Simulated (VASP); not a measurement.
Input of a VASP 6.6.1 run:

INCAR

```
PREC = Accurate ; ENCUT = 520
EDIFF = 1E-6 ; ISMEAR = 0
SIGMA = 0.016 ; LREAL = F
LASPH = T ; NELM = 100
ALGO = Fast ; ISIF = 2
LWAVE = F ; LCHARG = F
GGA = PE ; NBANDS = 11
```

The input KPOINTS:

```
Automatic mesh
0
Gamma
  12 12 12
```

POSCAR

```
Pt
1.0
   -1.5842200000      1.5842200000      1.5842200000
    1.5842200000     -1.5842200000      1.5842200000
    1.5842200000      1.5842200000     -1.5842200000
Pt
1
Direct
    0.0000000000      0.0000000000      0.0000000000
```

Potentials or basis: VASP PAW PBE potentials, release 64 (Pt).

Launch:

```console
$ cat potpaw_PBE.64/Pt/POTCAR > POTCAR
$ mpirun -np 1 vasp_std > vasp.out
```

(1) Estimate the band gap on the k mesh.

(2) Estimate the pressure.

Results:

(1) zero (band 5 reaches 11.08 eV, above the bottom of band 6 at 8.94 eV).

(2) -1.9 GPa.

Caveat: spin-orbit coupling is left out, which moves the levels of the heavy elements.
